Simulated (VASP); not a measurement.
# Zn3CdS4 (P-43m) in VASP: dielectric tensor with LDA

Aim: the dielectric tensor of Zn3CdS4 with LDA.

All numbers are computed with VASP 6.6.1; they aren't measurements. Logs are shortened: lines on timing, memory, paths and dates and some standing lists are left out, and cuts for length are marked.

## 1. The cell of the first run

It takes space group P-43m (No. 215, cubic). The conventional cell has a = 5.511 Å, b = 5.511 Å, c = 5.511 Å, α = 90.00°, β = 90.00°, γ = 90.00°. Zn (site symmetry -42m) has 4 S at 2.35 Å within 3.1 Å. Within 3.3 Å of Cd (site symmetry -43m) lie 4 S at 2.51 Å. Within 3.1 Å of S (site symmetry 3m) lie 3 Zn at 2.35 Å and 1 Cd at 2.51 Å.

## 2. Dielectric tensor, LDA

Input file INCAR:

```
PREC = Accurate
ENCUT = 520
EDIFF = 1E-8
ISMEAR = 0
SIGMA = 0.01
LREAL = F
LASPH = T
NELM = 100
ALGO = Normal
ISIF = 2
LWAVE = F
LCHARG = F
GGA = CA
LEPSILON = T
```

Input file KPOINTS:

```
Automatic mesh
0
Gamma
  4 4 4
```

Input file POSCAR:

```
Zn3CdS4
1.0
    5.5110120200      0.0000000000      0.0000000000
    0.0000000000      5.5110120200      0.0000000000
    0.0000000000      0.0000000000      5.5110120200
Zn Cd S
3 1 4
Direct
    0.0000000000      0.5000000000      0.5000000000
    0.5000000000      0.0000000000      0.5000000000
    0.5000000000      0.5000000000      0.0000000000
    0.0000000000      0.0000000000      0.0000000000
    0.2626801892      0.2626801892      0.2626801892
    0.7373198108      0.7373198108      0.2626801892
    0.2626801892      0.7373198108      0.7373198108
    0.7373198108      0.2626801892      0.7373198108
```

Potentials or basis: VASP PAW LDA potentials, release 64 (Zn, Cd, S).

On the command line:

```bash
cat potpaw_LDA.64/Zn/POTCAR potpaw_LDA.64/Cd/POTCAR potpaw_LDA.64/S/POTCAR > POTCAR
mpirun -np 1 vasp_std > vasp.out
```

OUTCAR:

```text
PREC = Accurate
   ENCUT = 520
   EDIFF = 1E-8
   ISMEAR = 0
   LREAL = F
   LASPH = T
   NELM = 100
   ISIF = 2
   GGA = CA
   LEPSILON = T

 ion  position               nearest neighbor table
   1  0.000  0.500  0.500-   5 2.35   6 2.35   7 2.35   8 2.35
   2  0.500  0.000  0.500-   5 2.35   6 2.35   7 2.35   8 2.35
   3  0.500  0.500  0.000-   5 2.35   6 2.35   7 2.35   8 2.35
   4  0.000  0.000  0.000-   5 2.51   6 2.51   7 2.51   8 2.51
   5  0.263  0.263  0.263-   1 2.35   2 2.35   3 2.35   4 2.51
   6  0.737  0.737  0.263-   1 2.35   2 2.35   3 2.35   4 2.51
   7  0.263  0.737  0.737-   1 2.35   2 2.35   3 2.35   4 2.51
   8  0.737  0.263  0.737-   1 2.35   2 2.35   3 2.35   4 2.51

  LATTYP: Found a simple cubic cell.
 ALAT       =     5.5110120200

  Lattice vectors:

 A1 = (   5.5110120200,   0.0000000000,   0.0000000000)
 A2 = (   0.0000000000,   5.5110120200,   0.0000000000)
 A3 = (   0.0000000000,   0.0000000000,   5.5110120200)

Analysis of symmetry for initial positions (statically):
=====================================================================
 Subroutine PRICEL returns:
 Original cell was already a primitive cell.

 Routine SETGRP: Setting up the symmetry group for a
 simple cubic supercell.

 Subroutine GETGRP returns: Found 24 space group operations
 (whereof 24 operations were pure point group operations)
 out of a pool of 48 trial point group operations.

The static configuration has the point symmetry T_d .

Analysis of symmetry for dynamics (positions and initial velocities):
=====================================================================
 Subroutine PRICEL returns:
 Original cell was already a primitive cell.

 Routine SETGRP: Setting up the symmetry group for a
 simple cubic supercell.

 Subroutine GETGRP returns: Found 24 space group operations
 (whereof 24 operations were pure point group operations)
 out of a pool of 48 trial point group operations.

The dynamic configuration has the point symmetry T_d .

 Subroutine INISYM returns: Found 24 space group operations
 (whereof 24 operations are pure point group operations),
 and found     1 'primitive' translations

----------------------------------------------------------------------------------------

                                     Primitive cell

  volume of cell :     167.3763

  direct lattice vectors                    reciprocal lattice vectors
     5.511012020  0.000000000  0.000000000     0.181454876  0.000000000  0.000000000
[... 630 lines left out ...]
 ------------------------------------------------------
           7.146935    -0.000000     0.000000
          -0.000000     7.146935     0.000000
          -0.000000     0.000000     7.146935
 ------------------------------------------------------

 Free energy of the ion-electron system (eV)
  ---------------------------------------------------
  ---------------------------------------------------
  free energy    TOTEN  =        -2.74599419 eV

  energy without entropy =       -2.74599419

------------------------ aborting loop because EDIFF is reached ----------------------------------------

--------------------------------------- Ionic step        2  -------------------------------------------

------------------------ aborting loop because EDIFF is reached ----------------------------------------

--------------------------------------- Ionic step        3  -------------------------------------------

 Free energy of the ion-electron system (eV)
  ---------------------------------------------------
  ---------------------------------------------------
  free energy    TOTEN  =        -2.74599407 eV

  energy without entropy =       -2.74599407

------------------------ aborting loop because EDIFF is reached ----------------------------------------

 PIEZOELECTRIC TENSOR FIELD DIRECTION 3  (e Angst)
 -----------------------------------------------------------------------------
    -0.00011 -7.08082  0.00000           (  0.00002  0.09549  0.00000)
    -7.08082 -0.00011  0.00000           (  0.09549  0.00002  0.00000)
     0.00000  0.00000  0.00342           (  0.00000  0.00000  0.00001)

 PIEZOELECTRIC TENSOR FIELD DIRECTION 3  (C/m^2)
 -----------------------------------------------------------------------------
    -0.00001 -0.67780  0.00000
    -0.67780 -0.00001  0.00000
     0.00000  0.00000  0.00033

 MACROSCOPIC STATIC DIELECTRIC TENSOR (including local field effects in DFT)
 ------------------------------------------------------
           6.669654     0.000000     0.000000
           0.000000     6.669654     0.000000
          -0.000000     0.000000     6.669654
 ------------------------------------------------------

 PIEZOELECTRIC TENSOR (including local field effects)  for field in x, y, z        (e  Angst)
          XX          YY          ZZ          XY          YZ          ZX
  --------------------------------------------------------------------------------
  x     0.00000    -0.00000    -0.00000     0.00000    -7.11459    -0.00000
  y     0.00000     0.00000     0.00000    -0.00000    -0.00000    -7.11459
  z    -0.00000    -0.00000     0.00000    -7.11459    -0.00000     0.00000

 PIEZOELECTRIC TENSOR (including local field effects)  for field in x, y, z        (C/m^2)
          XX          YY          ZZ          XY          YZ          ZX
  --------------------------------------------------------------------------------
  x     0.00000    -0.00000    -0.00000     0.00000    -0.68103    -0.00000
  y     0.00000     0.00000     0.00000    -0.00000    -0.00000    -0.68103
  z    -0.00000    -0.00000     0.00000    -0.68103    -0.00000     0.00000

 BORN EFFECTIVE CHARGES (including local field effects) (in |e|, cummulative output)
 ---------------------------------------------------------------------------------
 ion    1
    1     2.22011     0.00000     0.00000
    2     0.00000     1.95673    -0.00000
    3     0.00000     0.00000     1.95673
 ion    2
    1     1.95673     0.00000    -0.00000
    2    -0.00000     2.22011    -0.00000
    3     0.00000     0.00000     1.95673
 ion    3
    1     1.95673    -0.00000     0.00000
    2     0.00000     1.95673     0.00000
    3    -0.00000    -0.00000     2.22011
 ion    4
    1     2.13689    -0.00000    -0.00000
    2    -0.00000     2.13689     0.00000
    3     0.00000     0.00000     2.13689
 ion    5
    1    -2.06761     0.05528     0.05528
    2     0.05528    -2.06761     0.05528
    3     0.05528     0.05528    -2.06761
 ion    6
    1    -2.06761     0.05528    -0.05528
    2     0.05528    -2.06761    -0.05528
    3    -0.05528    -0.05528    -2.06761
 ion    7
    1    -2.06761    -0.05528    -0.05528
    2    -0.05528    -2.06761     0.05528
    3    -0.05528     0.05528    -2.06761
 ion    8
    1    -2.06761    -0.05528     0.05528
    2    -0.05528    -2.06761    -0.05528
    3     0.05528    -0.05528    -2.06761
```

stdout:

```text
POSCAR found type information on POSCAR ZnCdS
 POSCAR found :  3 types and       8 ions
 scaLAPACK will be used
 LDA part: xc-table for (Slater(with rela. corr.)+CA(PZ))
 , standard interpolation
 POSCAR, INCAR and KPOINTS ok, starting setup
 FFT: planning ... GRIDC
 FFT: planning ... GRID_SOFT
 FFT: planning ... GRID
 WAVECAR not read
 entering main loop
 Linear response reoptimize wavefunctions to high precision
 Linear response G [H, r] |phi>, progress :
  Direction:   1
 Linear response G [H, r] |phi>, progress :
  Direction:   2
 Linear response G [H, r] |phi>, progress :
  Direction:   3
 Linear response to external field (no local field effect), progress :
  Direction:   1
 dielectric tensor                  component  1 :     6.843    -0.941    -0.324
 Linear response to external field (no local field effect), progress :
  Direction:   2
 dielectric tensor                  component  2 :    -0.941     7.871    -0.716
 Linear response to external field (no local field effect), progress :
  Direction:   3
 dielectric tensor                  component  3 :    -0.323    -0.715     6.727
 Linear response to external field, progress :
  Direction:   1
 dielectric tensor                  component  1 :     6.670    -0.723    -0.255
 Linear response to external field, progress :
  Direction:   2
 dielectric tensor                  component  2 :    -0.406     6.670    -0.572
 Linear response to external field, progress :
  Direction:   3
 dielectric tensor                  component  3 :     0.000    -0.978     6.670
 Born effective charges drift removed
```

It took 9 min on 1 thread of Intel Xeon 6975P-C (Granite Rapids), shared host; peak memory 0.54 GiB.

What came out:

```yaml
Band_gap_on_the_k_mesh: 1.56 eV
Electronic_dielectric_tensor_diagonal: 6.67
Born_charges_mean_of_the_diagonal: Zn +2.04; Cd +2.14; S -2.07 e
```

Levels at points of the mesh, in eV from the valence-band top:
| k point | band 32 | band 33 | band 34 | band 35 | band 36 | band 37 | band 38 | band 39 | band 40 | band 41 |
| --- | --- | --- | --- | --- | --- | --- | --- | --- | --- | --- |
| (0.00, 0.00, 0.00) | -2.11 | -2.11 | 0.00 | 0.00 | 0.00 | 1.56 | 3.27 | 3.27 | 3.27 | 3.66 |
| (0.50, 0.00, 0.00) | -2.43 | -1.32 | -1.32 | -1.00 | -1.00 | 3.96 | 3.97 | 4.43 | 4.56 | 5.44 |
| (0.50, 0.50, 0.00) | -2.34 | -1.21 | -0.81 | -0.73 | -0.73 | 4.36 | 4.36 | 4.38 | 4.96 | 5.87 |
| (0.50, 0.50, 0.50) | -0.87 | -0.87 | -0.63 | -0.63 | -0.63 | 2.95 | 2.95 | 2.95 | 3.10 | 6.54 |

Electronic dielectric tensor:
```
6.67 0.00 0.00
0.00 6.67 0.00
0.00 0.00 6.67
```

Born effective charge tensors (e):
atom 1, Zn
```
2.22 0.00 0.00
0.00 1.96 0.00
0.00 0.00 1.96
```
atom 2, Zn
```
1.96 0.00 0.00
0.00 2.22 0.00
0.00 0.00 1.96
```
atom 3, Zn
```
1.96 0.00 0.00
0.00 1.96 0.00
0.00 0.00 2.22
```
atom 4, Cd
```
2.14 0.00 0.00
0.00 2.14 0.00
0.00 0.00 2.14
```
atom 5, S
```
-2.07  0.06  0.06
 0.06 -2.07  0.06
 0.06  0.06 -2.07
```
atom 6, S
```
-2.07  0.06 -0.06
 0.06 -2.07 -0.06
-0.06 -0.06 -2.07
```
atom 7, S
```
-2.07 -0.06 -0.06
-0.06 -2.07  0.06
-0.06  0.06 -2.07
```
atom 8, S
```
-2.07 -0.06  0.06
-0.06 -2.07 -0.06
 0.06 -0.06 -2.07
```
